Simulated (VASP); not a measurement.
**TbBOs: single point with PBE**

The system is TbBOs.

```
CELL_PARAMETERS angstrom
3.65345 0.00000 0.00000
-1.82672 3.16398 0.00000
0.00000 0.00000 8.62148
ATOMIC_POSITIONS crystal
Tb 0.00000 0.00000 0.50000
Tb 0.00000 0.00000 0.00000
B 0.33333 0.66667 0.25000
B 0.66667 0.33333 0.75000
Os 0.33333 0.66667 0.75000
Os 0.66667 0.33333 0.25000
```

The cell was generated, and may not be a known phase.

```json
{"Program": "VASP 6.6.1", "Task": "single point", "Functional": "PBE", "Potentials or basis": "VASP PAW PBE potentials, release 64 (Tb_3, B, Os), 4f in core", "Cutoff": "600 eV", "k mesh": "12 × 12 × 6", "Occupations": "gaussian, width 0.1 eV", "Spin": "no spin polarisation", "Dipole correction": "no", "Further INCAR settings": "ALGO = Normal; EDIFF = 1e-06; NBANDS = 29"}
```

| Property | Result |
| --- | --- |
| Pressure | 0.5 GPa |
| Band gap on the k mesh | zero (bands 20 and 21 overlap by 1.36 eV) |

Stress tensor (GPa, compression positive):
```
0.81 0.00 0.00
0.00 0.81 0.00
0.00 0.00 0.01
```

Levels at points of the mesh, in eV from the Fermi level:
```
           k point  band 17  band 18  band 19  band 20  band 21  band 22  band 23  band 24
(0.00, 0.00, 0.00)    -1.26    -1.00    -1.00    -0.50     1.69     1.69     1.96     2.02
(0.50, 0.00, 0.00)    -1.65    -1.30    -1.24    -0.71    -0.65     0.13     0.84     1.64
(0.00, 0.00, 0.50)    -1.64    -1.64    -0.87    -0.87     1.82     1.82     2.78     2.78
(0.50, 0.00, 0.50)    -1.83    -1.83    -1.00    -1.00     0.83     0.83     1.06     1.06
```

It took 2.7 min on 1 thread of AMD EPYC 9R45 96-Core Processor (Zen 5) (shared host), peak memory 0.39 GiB.

Caveat: spin-orbit coupling is left out, which moves the levels of the heavy elements; the 4f electrons are frozen in the core, so they carry no moment and show no levels. Spin polarisation is off, so any magnetic state and its effect on volume and gap are missing.
